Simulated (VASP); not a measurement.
Input of a VASP 6.6.1 run:

File INCAR:

```
  ALGO = Normal
  EDIFF = 1E-7
  ENCUT = 520
  GGA = PE
  ISIF = 2
  ISMEAR = 0
  LASPH = T
  LCHARG = F
  LREAL = F
  LWAVE = F
  NBANDS = 37
  NELM = 60
  PREC = Accurate
  SIGMA = 0.1
```

Contents of KPOINTS:

```
k-points
0
Gamma
  6 6 4
```

POSCAR

```
Zn2GeO3
1.0
    4.6594764700      0.0000000000      0.0000000000
   -2.3297382400      4.0352250000      0.0000000000
    0.0000000000      0.0000000000      3.9082115000
Zn Ge O
2 1 3
Direct
    0.3333333300      0.6666666700      0.0000000000
    0.6666666700      0.3333333300      0.0000000000
    0.0000000000      0.0000000000      0.5000000000
    0.0000000000      0.0000000000      0.0000000000
    0.3333333300      0.6666666700      0.5000000000
    0.6666666700      0.3333333300      0.5000000000
```

Potentials or basis: VASP PAW PBE potentials, release 64 (Zn, Ge_d, O).

Launch:

```bash
$ cat potpaw_PBE.64/Zn/POTCAR potpaw_PBE.64/Ge_d/POTCAR potpaw_PBE.64/O/POTCAR > POTCAR
$ mpirun -np 1 vasp_std > vasp.out
```

**Question.** What does it give for the pressure?

**Answer.** 0.9 GPa.

**Question.** What does it give for the band gap on the k mesh?

**Answer.** Zero (bands 28 and 29 overlap by 3.24 eV).

Stress tensor (GPa, compression positive):
```
 4.26  0.00  0.00
 0.00  4.26  0.00
 0.00  0.00 -5.94
```

Caveat: the k points lie up to 0.40 Å⁻¹ apart, too coarse for converged energies and pressures of a metal.
